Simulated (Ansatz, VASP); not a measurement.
Two plane-wave programs on NaI

Contents of INCAR:

```
SYSTEM = NaI
ALGO = Normal
EDIFF = 1E-6
ENCUT = 520
GGA = CA
ISIF = 2
ISMEAR = 0
LASPH = .True.
LCHARG = .False.
LREAL = .False.
LWAVE = .False.
NBANDS = 14
NELM = 100
PREC = Accurate
SIGMA = 0.05
```

The input KPOINTS:

```
k-points
0
Gamma
  8 8 8
  0 0 0
```

Contents of POSCAR:

```
NaI
1.0
    0.0000000000      2.8272558161      4.2408837241
    2.8272558161      0.0000000000      4.2408837241
    2.8272558161      2.8272558161      0.0000000000
Na I
1 1
Direct
    0.0000000000      0.0000000000      0.0000000000
    0.5000000000      0.5000000000      0.5000000000
```

Input for Ansatz:

```yaml
crystal:
  lattice:
    - [0.0, 2.8272558161, 4.2408837241]
    - [2.8272558161, 0.0, 4.2408837241]
    - [2.8272558161, 2.8272558161, 0.0]
  atoms:
    - { symbol: Na, position: [0.0, 0.0, 0.0] }
    - { symbol: I, position: [0.5, 0.5, 0.5] }
basis:
  ecutwfc: 420
kpoints:
  mp_grid: { grid: [8, 8, 8] }
hamiltonian:
  xc: lda
scf:
  occupations: { method: gaussian, width: 0.05 }
output:
  forces: true
  stress: true
  eigenvalues: true
```

Alike in both runs: task single point; functional LDA; k mesh 8 × 8 × 8; occupations gaussian, width 0.05 eV; no spin polarisation.

```csv
,VASP,Ansatz
version,VASP 6.6.1,Ansatz 0.2.0
potentials or method,"VASP PAW LDA potentials, release 64 (Na_pv, I), cutoff 520 eV","scalar-relativistic, plane waves, PAW"
valence electrons in the cell,14,26
```

VASP gave:

- gap on the k mesh at the Fermi level (eV): 3.41
- least direct gap on the mesh (eV): 3.50
- pressure (GPa): 4.0
- traceless stress, the component that is largest in VASP (GPa): -5.61

Estimate Ansatz's values.

gap on the k mesh at the Fermi level (eV): 3.40; least direct gap on the mesh (eV): 3.49; pressure (GPa): 3.9; traceless stress, the component that is largest in VASP (GPa): -5.54.

LDA's correlation is that of Perdew and Zunger in VASP and of Perdew and Wang (1992) in Ansatz. VASP's potentials hold 14 valence electrons a cell and Ansatz's 26, so a difference there can come from the potentials and not from the codes.

Spin-orbit coupling is off throughout.
